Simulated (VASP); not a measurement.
**Al: single point with BLYP**

Al:

```
Al
1.0
     2.81246    0.00000    0.00000
    -1.40623    2.43566    0.00000
     0.00000    0.00000    4.86685
Al
2
Direct
  0.66667 0.33333 0.75000
  0.33333 0.66667 0.25000
```

This isn't the form of Al at room conditions, which is fcc.

```yaml
Program: VASP 6.6.1
Task: single point
Functional: BLYP
Potentials_or_basis: VASP PAW PBE potentials, release 64 (Al)
Cutoff: 500 eV
k_mesh: 7 × 7 × 4, shifted
Occupations: fermi-dirac, width 0.15 eV
Spin: no spin polarisation
```

```
Pressure               : 3.9 GPa
Band gap on the k mesh : zero (bands 3 and 4 overlap by 3.81 eV)
```

Stress tensor (GPa, compression positive):
```
 6.91  0.00  0.00
 0.00  6.91  0.00
 0.00  0.00 -2.11
```

Levels at points of the mesh, in eV from the Fermi level:
| k point | band 1 | band 2 | band 3 | band 4 | band 5 | band 6 | band 7 | band 8 |
| --- | --- | --- | --- | --- | --- | --- | --- | --- |
| (0.00, 0.00, 0.12) | -10.92 | -6.33 | -3.31 | 9.28 | 11.40 | 11.40 | 11.76 | 11.76 |

Wall time 14 s on 1 thread of Intel(R) Xeon(R) Platinum 8259CL CPU @ 2.50GHz (Skylake/Cascade Lake) (shared host), peak memory 0.14 GiB.

Caveat: the k points lie up to 0.37 Å⁻¹ apart, too coarse for converged energies and pressures of a metal; the PAW data sets were made with another functional, which shifts forces and pressure a little.
